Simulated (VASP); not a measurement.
HfN, 2 atoms in the cell. Symmetry: R3m, No. 160, trigonal system. The conventional cell has a = 3.195 Å, b = 3.195 Å, c = 7.825 Å, α = 90.00°, β = 90.00°, γ = 120.00°. Within 2.8 Å of Hf (site symmetry 3m) lie 6 N at 2.15 to 2.38 Å. Within 2.8 Å of N (site symmetry 3m) lie 6 Hf at 2.15 to 2.38 Å.  This cell differs from its parent crystal: atom 2 (N) moved by [0.11547, 0.11547, 0.11547] A.

- Program: VASP 6.6.1
- Task: single point
- Functional: PBE
- Potentials or basis: VASP PAW PBE potentials, release 64 (Hf_pv, N)
- Cutoff: 520 eV
- k mesh: 10 × 10 × 10
- Occupations: fermi-dirac, width 0.01 eV
- Spin: no spin polarisation
- Dipole correction: no
- Further INCAR settings: ALGO = Normal; EDIFF = 1e-06; NBANDS = 14

Potentials or basis: VASP PAW PBE potentials, release 64 (Hf_pv, N).

Command:

```bash
$ cat potpaw_PBE.64/Hf_pv/POTCAR potpaw_PBE.64/N/POTCAR > POTCAR
$ mpirun -np 1 vasp_std > vasp.out
```

Hardware: 1 thread of Intel(R) Xeon(R) Platinum 8375C CPU @ 2.90GHz (Ice Lake), on a shared host.

Q: How long does it take, and how much memory?

A: It took 15 s on 1 thread of Intel(R) Xeon(R) Platinum 8375C CPU @ 2.90GHz (Ice Lake), on a shared host, peak memory 0.17 GiB. Counts: scf iterations 13, k points 116.
